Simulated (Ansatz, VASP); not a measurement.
MgO in VASP and in Ansatz

```
CELL_PARAMETERS angstrom
0.00000 2.10217 2.10217
2.10217 0.00000 2.10217
2.10217 2.10217 0.00000
ATOMIC_POSITIONS crystal
Mg 0.00000 0.00000 0.00000
O 0.50000 0.50000 0.50000
```

Alike in both runs: task single point; functional HSE06; k mesh 6 × 6 × 6; no spin polarisation.

|  | VASP | Ansatz |
| --- | --- | --- |
| version | VASP 6.6.1 | Ansatz 0.2.0 |
| potentials or method | VASP PAW PBE potentials, release 64 (Mg, O) | plane waves, PAW |
| plane-wave cutoff (eV) | 520 | 420 |
| occupations | gaussian, width 0.01 eV | fixed |
| valence electrons in the cell | 8 | 16 |

Ansatz gave:

| Property | Result |
| --- | --- |
| gap on the k mesh at the Fermi level (eV) | 6.54 |
| pressure (GPa) | -0.4 |

Estimate VASP's values.

gap on the k mesh at the Fermi level (eV): 6.50; pressure (GPa): -0.6.

VASP's potentials hold 8 valence electrons a cell and Ansatz's 16, so a difference there can come from the potentials and not from the codes. Ansatz's warnings: stress exchange threshold loose, stress scf threshold loose.

The k mesh is coarse, so the values compare programs but aren't converged.
